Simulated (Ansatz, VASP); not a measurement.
**One calculation of SiC, two programs**

Contents of INCAR:

```
PREC     = Accurate       # precision mode
ENCUT    = 520            # plane-wave cutoff, eV
EDIFF    = 1E-6           # SCF threshold, eV
ISMEAR   = 0              # smearing method
SIGMA    = 0.05           # smearing width, eV
LREAL    = False          # projectors in reciprocal space
LASPH    = True           # aspherical terms in the spheres
NELM     = 80             # most SCF steps
ALGO     = Normal         # electronic algorithm
ISIF     = 2              # what is computed and relaxed
LWAVE    = False          # write WAVECAR
LCHARG   = True           # write CHGCAR
GGA      = PE             # functional
LELF     = True           # ELF
LVHAR    = True         
NBANDS   = 11             # bands
```

KPOINTS

```
regular mesh
0
Gamma
  12 12 12
```

Contents of POSCAR:

```
SiC
1.0
    0.0000000000      2.0000800000      2.2609600000
    2.0000800000      0.0000000000      2.2609600000
    2.0000800000      2.0000800000      0.0000000000
Si C
1 1
Direct
    0.0000000000      0.0000000000      0.0000000000
    0.7500000000      0.7500000000      0.7500000000
```

Input for Ansatz:

```yaml
crystal:
  lattice:
    - [0.0, 2.00008, 2.26096]
    - [2.00008, 0.0, 2.26096]
    - [2.00008, 2.00008, 0.0]
  atoms:
    - { symbol: Si, position: [0.0, 0.0, 0.0] }
    - { symbol: C, position: [0.75, 0.75, 0.75] }
basis:
  ecutwfc: 420
kpoints:
  mp_grid: { grid: [12, 12, 12] }
hamiltonian:
  xc: pbe
scf:
  occupations: { method: gaussian, width: 0.05 }
output:
  forces: true
  stress: true
  eigenvalues: true
  write_density: true
  write_potential: true
  elf: true
  volumetric_format: npy
```

Change from the starting cell: strain -0.080 along x and y, +0.040 along z, atoms carried along.

Alike in both runs: task single point; functional PBE; k mesh 12 × 12 × 12; occupations gaussian, width 0.05 eV; no spin polarisation.

|  | VASP | Ansatz |
| --- | --- | --- |
| version | VASP 6.6.1 | Ansatz 0.2.0 |
| potentials or method | VASP PAW PBE potentials, release 64 (Si, C), cutoff 520 eV | scalar-relativistic, plane waves, PAW |
| valence electrons in the cell | 8 | 8 |

|  | VASP | Ansatz | Ansatz less VASP |
| --- | --- | --- | --- |
| gap on the k mesh at the Fermi level (eV) | 0.46 | 0.46 | +0.005 |
| least direct gap on the mesh (eV) | 4.53 | 4.54 | +0.009 |
| pressure (GPa) | 40.7 | 40.9 | +0.15 |
| traceless stress, the component that is largest in VASP (GPa) | -28.05 | -27.97 | +0.081 |

Both programs put the cell under a high pressure, so it lies far from rest at this level.
